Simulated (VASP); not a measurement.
A run of VASP 6.6.1 is set up as follows.

File INCAR:

```
SYSTEM = Si
ALGO     = Normal         ! electronic algorithm
EDIFF    = 1E-6           ! SCF threshold, eV
ENCUT    = 520            ! plane-wave cutoff, eV
GGA      = PE             ! functional
ISIF     = 2              ! what is computed and relaxed
ISMEAR   = 0              ! smearing method
IVDW     = 12             ! dispersion correction
LASPH    = .TRUE.         ! aspherical terms in the spheres
LCHARG   = .FALSE.        ! write CHGCAR
LREAL    = .FALSE.        ! projectors in reciprocal space
LWAVE    = .FALSE.        ! write WAVECAR
NBANDS   = 11             ! bands
NELM     = 60             ! most SCF steps
PREC     = Accurate       ! precision mode
SIGMA    = 0.15           ! smearing width, eV
```

KPOINTS

```
k-points
0
G
  21 21 10
  0 0 0
```

File POSCAR:

```
Si
1.0
    2.6655775094      0.0000000000      0.0000000000
   -1.3327887547      2.3084578389      0.0000000000
    0.0000000000      0.0000000000      4.5062692700
Si
2
Direct
    0.2532765881      0.7316451114      0.2500000000
    0.6666666667      0.3333333333      0.7500000000
```

Potentials or basis: VASP PAW PBE potentials, release 64 (Si).

The run is started by

```console
$ cat potpaw_PBE.64/Si/POTCAR > POTCAR
$ mpirun -np 1 vasp_std > vasp.out
```

Problem. Predict the band gap on the k mesh.

Solution. Zero (bands 4 and 5 overlap by 12.43 eV).

Problem. Predict the largest force.

Solution. 0.070 eV/Å.

Stress tensor (GPa, compression positive):
```
-2.16 -0.26  0.00
-0.26 -2.49  0.00
 0.00  0.00 -0.33
```

Caveat: the cell differs from its parent crystal (atom 1 (Si) moved by (-0.300, +0.150) A along x and y).
